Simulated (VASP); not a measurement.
# PbS (NiAs type): single point with PBE

The system is PbS (NiAs type).

```xyz
4
Lattice="3.1575 0.0000 0.0000 -1.5787 2.7345 0.0000 0.0000 0.0000 7.4060" Properties=species:S:1:pos:R:3 pbc="T T T"
Pb    0.0000    0.0000    0.0000
Pb    0.0000    0.0000    3.7030
S     0.0000    1.8230    1.8515
S     1.5787    0.9115    5.5545
```

```
Program                : VASP 6.6.1
Task                   : single point
Functional             : PBE
Potentials or basis    : VASP PAW PBE potentials, release 64 (Pb_d, S)
Cutoff                 : 520 eV
k mesh                 : 10 × 10 × 6
Occupations            : fermi-dirac, width 0.05 eV
Spin                   : no spin polarisation
Dipole correction      : no
Further INCAR settings : ALGO = Normal; EDIFF = 1e-07; NBANDS = 28
```

The pressure is 67.8 GPa and the band gap on the k mesh is zero (band 20 reaches 15.51 eV, above the bottom of band 21 at 11.60 eV).

Levels at points of the mesh, in eV from the Fermi level:
| k point | band 16 | band 17 | band 18 | band 19 | band 20 | band 21 | band 22 | band 23 | band 24 | band 25 |
| --- | --- | --- | --- | --- | --- | --- | --- | --- | --- | --- |
| (0.00, 0.00, 0.00) | -1.34 | -1.34 | -0.61 | -0.61 | 2.92 | 3.61 | 6.04 | 6.04 | 6.14 | 7.21 |
| (0.50, 0.00, 0.00) | -7.86 | -3.50 | -1.83 | -1.72 | -1.15 | -0.75 | -0.17 | 2.78 | 3.50 | 4.48 |
| (0.00, 0.00, 0.50) | -1.11 | -0.99 | -0.99 | -0.99 | -0.99 | 4.55 | 4.55 | 6.56 | 6.56 | 6.56 |
| (0.50, 0.00, 0.50) | -5.51 | -4.84 | -4.84 | -2.78 | -2.78 | 2.40 | 2.40 | 3.13 | 3.13 | 4.96 |

Wall time 40 s on 1 thread of Intel(R) Xeon(R) Platinum 8559C (Emerald Rapids), with other jobs on the host, peak memory 0.22 GiB.

Caveat: spin-orbit coupling is left out, which moves the levels of the heavy elements.
